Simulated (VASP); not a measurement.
A run of VASP 6.6.1:

Contents of INCAR:

```
SYSTEM = Si25C24
ALGO = Normal
EDIFF = 1E-6
ENCUT = 520
GGA = PE
GGA_COMPAT = .FALSE.
ISIF = 2
ISMEAR = 0
LASPH = .TRUE.
LCHARG = .FALSE.
LREAL = Auto
LWAVE = .FALSE.
NBANDS = 128
NELM = 120
PREC = Accurate
SIGMA = 0.01
```

File KPOINTS:

```
Automatic mesh
0
Gamma
  2 2 2
  0.5 0.5 0.5
```

The input POSCAR:

```
Si25C24
1.0
    3.0919365161      5.3553911397      5.0742922929
   -6.1838730322      0.0000000000      5.0742922929
    3.0919365161     -5.3553911397      5.0742922929
Si C
25 24
Direct
    0.3343201105      0.6638707025      0.5013855437
    0.6656845303      0.9978586584      0.8292722619
    0.5025072271      0.8311891462      0.1679023009
    0.5013855437      0.3343201105      0.6638707025
    0.3577938578      0.1744137576      0.9902135712
    0.6638707025      0.5013855437      0.3343201105
    0.9978586584      0.8292722619      0.6656845303
    0.8292722619      0.6656845303      0.9978586584
    0.1744137576      0.9902135712      0.3577938578
    0.8311891462      0.1679023009      0.5025072271
    0.1679023009      0.5025072271      0.8311891462
    0.9902135712      0.3577938578      0.1744137576
    0.4999198376      0.6661277638      0.8322039706
    0.8256957816      0.9932503566      0.1595688395
    0.6661277638      0.8322039706      0.4999198376
    0.6666154833      0.3345577317      0.9970645327
    0.5018836674      0.1666685603      0.3336829609
    0.8322039706      0.4999198376      0.6661277638
    0.1595688395      0.8256957816      0.9932503566
    0.9970645327      0.6666154833      0.3345577317
    0.3345577317      0.9970645327      0.6666154833
    0.9932503566      0.1595688395      0.8256957816
    0.3336829609      0.5018836674      0.1666685603
    0.1666685603      0.3336829609      0.5018836674
    0.0911599085      0.0911599085      0.0911599085
    0.4584863185      0.7902729107      0.6244028925
    0.7831890245      0.1260807566      0.9537234853
    0.6223630199      0.9574027119      0.2924427781
    0.6244028925      0.4584863185      0.7902729107
    0.4610219783      0.2946603689      0.1266547975
    0.7902729107      0.6244028925      0.4584863185
    0.1260807566      0.9537234853      0.7831890245
    0.9537234853      0.7831890245      0.1260807566
    0.2946603689      0.1266547975      0.4610219783
    0.9574027119      0.2924427781      0.6223630199
    0.2924427781      0.6223630199      0.9574027119
    0.1266547975      0.4610219783      0.2946603689
    0.2920625793      0.4563931683      0.6257799755
    0.6225158860      0.7925143258      0.9573894998
    0.4563931683      0.6257799755      0.2920625793
    0.4612277428      0.1239207534      0.7845027909
    0.2932840137      0.9583202188      0.1260213848
    0.6257799755      0.2920625793      0.4563931683
    0.9573894998      0.6225158860      0.7925143258
    0.7845027909      0.4612277428      0.1239207534
    0.1239207534      0.7845027909      0.4612277428
    0.7925143258      0.9573894998      0.6225158860
    0.1260213848      0.2932840137      0.9583202188
    0.9583202188      0.1260213848      0.2932840137
```

Potentials or basis: VASP PAW PBE potentials, release 64 (Si, C).

Launch:

```console
$ cat potpaw_PBE.64/Si/POTCAR potpaw_PBE.64/C/POTCAR > POTCAR
$ mpirun -np 1 vasp_std > vasp.out
```

Hardware: 1 thread of AMD EPYC 9R45 96-Core Processor (Zen 5) (shared host).

Estimate the wall time of this run.

Run time: 2.1 min on 1 thread of AMD EPYC 9R45 96-Core Processor (Zen 5) (shared host), peak memory 0.46 GiB. Counts: scf iterations 15, k points 2.
